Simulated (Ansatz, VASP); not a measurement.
**CuO: VASP beside Ansatz**

The input INCAR:

```
  PREC = Accurate
  ENCUT = 520
  EDIFF = 1E-6
  ISMEAR = 0
  SIGMA = 0.05
  LREAL = False
  LASPH = True
  NELM = 150
  ALGO = Normal
  ISIF = 2
  LWAVE = False
  LCHARG = False
  MAGMOM = 0 0 1 0 0 -1 0 0 0 0 0 0
  LORBIT = 11
  LSORBIT = True
  GGA_COMPAT = False
  LORBMOM = True
  LMAXMIX = 4
  LDAU = True
  LDAUTYPE = 1
  LDAUL = 2 -1
  LDAUU = 7 0
  LDAUJ = 0.7 0
  LDAUPRINT = 1
  NBANDS = 48
```

KPOINTS

```
regular mesh
0
Gamma
  7 7 4
```

File POSCAR:

```
CuO
1.0
    3.2880244300      0.0000000000      0.0000000000
   -1.6440122100      2.8475126800      0.0000000000
    0.0000000000      0.0000000000      5.3850248600
Cu O
2 2
Direct
    0.6666666667      0.3333333333      0.0000000000
    0.3333333333      0.6666666667      0.5000000000
    0.6666666667      0.3333333333      0.6252000000
    0.3333333333      0.6666666667      0.1252000000
```

Input for Ansatz:

```yaml
crystal:
  lattice:
    - [3.28802443, 0.0, 0.0]
    - [-1.64401221, 2.84751268, 0.0]
    - [0.0, 0.0, 5.38502486]
  atoms:
    - { symbol: Cu, position: [0.6666666667, 0.3333333333, 0.0], spin: 1.0, spin_axis: [0.0, 0.0, 1.0] }
    - { symbol: Cu, position: [0.3333333333, 0.6666666667, 0.5], spin: 1.0, spin_axis: [0.0, 0.0, -1.0] }
    - { symbol: O, position: [0.6666666667, 0.3333333333, 0.6252] }
    - { symbol: O, position: [0.3333333333, 0.6666666667, 0.1252] }
basis:
  ecutwfc: 420
  ecutrho_ratio: 4
kpoints:
  mp_grid: { grid: [7, 7, 4] }
hamiltonian:
  xc: lda
  hubbard:
    sites:
      - { site: 0, l: d, u: 7.0, j: 0.7 }
      - { site: 1, l: d, u: 7.0, j: 0.7 }
scf:
  occupations: { method: gaussian, width: 0.05 }
output:
  forces: true
  stress: true
  eigenvalues: true
  populations: true
  hubbard: { sites: [{ site: 0, l: d }, { site: 1, l: d }] }
  write_density: true
  write_potential: true
  elf: true
  volumetric_format: npy
magnetization:
  noncollinear: true
  spin_orbit: true
```

Alike in both runs: task single point; functional LDA; k mesh 7 × 7 × 4; occupations gaussian, width 0.05 eV; non-collinear spin, spin-orbit coupling; Hubbard terms Cu d U = 7.0 eV, J = 0.7 eV.

|  | VASP | Ansatz |
| --- | --- | --- |
| version | VASP 6.6.1 | Ansatz 0.2.0 |
| potentials or method | VASP PAW LDA potentials, release 64 (Cu, O), cutoff 520 eV | plane waves, PAW |
| valence electrons in the cell | 34 | 50 |

```csv
,VASP,Ansatz,Ansatz less VASP
pressure (GPa),-20.6,-16.4,+4.16
"traceless stress, the component that is largest in VASP (GPa)",3.43,1.31,-2.113
rms of the force components (eV/Å),0.005,0.040,+0.0346
net moment per atom (μB),0.00,0.00,0.000
```

LDA's correlation is that of Perdew and Zunger in VASP and of Perdew and Wang (1992) in Ansatz. The programs project onto different local orbitals, so the same U acts differently, and such runs can settle in different states. Atom by atom the forces differ by 0.035 eV/Å (rms over components). VASP's potentials hold 34 valence electrons a cell and Ansatz's 50, so a difference there can come from the potentials and not from the codes. Ansatz's warnings: filled band counts differ across k points, stress scf threshold loose.
